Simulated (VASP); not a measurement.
The system is SiC.

```
Si C
1.0
     0.00000    2.23250    2.14194
     2.23250    0.00000    2.14194
     2.23250    2.23250    0.00000
Si C
1 1
Direct
  0.00000 0.00000 0.00000
  0.25000 0.25000 0.25000
```

This cell differs from its parent crystal: epitaxial xy strain +2.5%.

Base run:

```yaml
Program: VASP 6.6.1
Functional: r2SCAN
Potentials_or_basis: VASP PAW PBE potentials, release 64 (Si, C)
Cutoff: 520 eV
k_mesh: 10 × 10 × 10
Occupations: gaussian, width 0.01 eV
Spin: no spin polarisation
```

Its results: band gap on the k mesh 1.32 eV, indirect (least direct gap 4.97 eV); pressure -7.2 GPa.

Task: The run is repeated on the same cell with these changes: functional from r2SCAN to PBE; k mesh from 10 × 10 × 10 to 6 × 6 × 6. What comes out?

Result: Band gap on the k mesh 0.97 eV, indirect (least direct gap 4.46 eV); pressure -3.5 GPa.

Several settings changed at once, so the effect can't be laid on one alone.

Caveats: the PAW data sets were made with another functional, which shifts forces and pressure a little (some runs).

A k mesh can miss the band edges.
